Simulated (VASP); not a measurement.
A run of VASP 6.6.1 is set up as follows.

The input POSCAR:

```
SiNi2
1.0
    4.0243273234      0.0000000000      0.0000000000
   -2.0121636617      3.4851696952      0.0000000000
    0.0000000000      0.0000000000      4.8196689330
Si Ni
2 4
Direct
    0.3333333333      0.6666666667      0.7500000000
    0.6666666667      0.3333333333      0.2500000000
    0.0000000000      0.0000000000      0.0000000000
    0.0000000000      0.0000000000      0.5000000000
    0.3333333333      0.6666666667      0.2500000000
    0.6666666667      0.3333333333      0.7500000000
```

File INCAR.step1:

```
  PREC = Accurate
  ENCUT = 520
  ISMEAR = 0
  SIGMA = 0.1
  LREAL = False
  LASPH = True
  NELM = 80
  NBANDS = 33
  GGA = PE
  ALGO = Normal
  EDIFF = 1E-4
  LWAVE = True
  LCHARG = False
```

File INCAR.step2:

```
  PREC = Accurate
  ENCUT = 520
  EDIFF = 1E-6
  ISMEAR = 0
  SIGMA = 0.1
  LREAL = False
  LASPH = True
  NELM = 80
  ALGO = Normal
  ISIF = 2
  LWAVE = False
  LCHARG = False
  METAGGA = R2SCAN
  LMIXTAU = True
  NBANDS = 33
  ISTART = 1
```

File KPOINTS:

```
Automatic mesh
0
Gamma
  12 12 8
```

Potentials or basis: VASP PAW PBE potentials, release 64 (Si, Ni).

The run is started by

```bash
$ cat potpaw_PBE.64/Si/POTCAR potpaw_PBE.64/Ni/POTCAR > POTCAR
$ cp INCAR.step1 INCAR
$ mpirun -np 1 vasp_std > vasp.out
$ cp INCAR.step2 INCAR
$ mpirun -np 1 vasp_std > vasp.out
```

**Question.** Predict the pressure.

**Answer.** -11.4 GPa.

**Question.** What does it give for the band gap on the k mesh?

**Answer.** Zero (bands 24 and 25 overlap by 2.95 eV).

Stress tensor (GPa, compression positive):
```
-17.16   0.00   0.00
  0.00 -17.16   0.00
  0.00   0.00   0.23
```

Caveat: the cell differs from its parent crystal (biaxial strain in the a-b plane: +4.0 %, then relaxed in part); the stress differs along the axes, from -17 to 0 GPa; the PAW data sets were made with another functional, which shifts forces and pressure a little. Spin polarisation is off, so any magnetic state and its effect on volume and gap are missing.
